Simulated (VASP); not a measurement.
## SiO2: electric field gradients with PBE

SiO2:

```
Si O
1.0
     4.19399    0.00000    0.00000
     0.00000    4.19399    0.00000
     0.00000    0.00000    2.67666
Si O
2 4
Direct
  0.00000 0.00000 0.00000
  0.50000 0.50000 0.50000
  0.30670 0.30670 0.00000
  0.19330 0.80670 0.50000
  0.69330 0.69330 0.00000
  0.80670 0.19330 0.50000
```

```yaml
Program: VASP 6.6.1
Task: electric field gradients
Functional: PBE
Potentials_or_basis: VASP PAW PBE potentials, release 64 (Si, O)
Cutoff: 520 eV
k_mesh: 6 × 6 × 9
Occupations: fermi-dirac, width 0.03 eV
Spin: no spin polarisation
Dipole_correction: no
Further_INCAR_settings: ALGO = Normal; EDIFF = 1e-08; NBANDS = 25
```

- Pressure: 7.7 GPa
- Largest force: 0.173 eV/Å
- Band gap on the k mesh: 5.44 eV
- Largest electric field gradient by atom: Si +22.6; O -110.8 V/Å²

Forces on the atoms (eV/Å):
```
Si   0.000  0.000  0.000
Si   0.000  0.000  0.000
O   -0.122 -0.122  0.000
O    0.122 -0.122  0.000
O    0.122  0.122  0.000
O   -0.122  0.122  0.000
```

Stress tensor (GPa, compression positive):
```
7.48 0.00 0.00
0.00 7.48 0.00
0.00 0.00 8.01
```

Levels at points of the mesh, in eV from the valence-band top:
| k point | band 14 | band 15 | band 16 | band 17 | band 18 | band 19 |
| --- | --- | --- | --- | --- | --- | --- |
| (0.00, 0.00, 0.00) | -0.86 | -0.86 | 0.00 | 5.44 | 6.65 | 8.43 |
| (0.50, 0.00, 0.00) | -2.68 | -1.06 | -1.06 | 7.60 | 7.60 | 9.01 |
| (0.50, 0.50, 0.00) | -2.61 | -2.24 | -2.24 | 7.28 | 7.28 | 9.96 |

Electric field gradients, principal values (V/Å²):
| atom | least | middle | greatest (by size) |
| --- | --- | --- | --- |
| 1 Si | -4.135 | -18.437 | 22.572 |
| 2 Si | -4.135 | -18.437 | 22.572 |
| 3 O | 48.110 | 62.698 | -110.808 |
| 4 O | 48.110 | 62.698 | -110.808 |
| 5 O | 48.110 | 62.698 | -110.808 |
| 6 O | 48.110 | 62.698 | -110.808 |

Run time: 68 s on 1 thread of Intel Xeon 8259CL (shared host), peak memory 0.18 GiB.

Caveat: the cell stands under pressure; without QUAD_EFG the Cq values of the log hold for a quadrupole moment of 1 mb, not for the nuclei. A k mesh can miss the band edges.
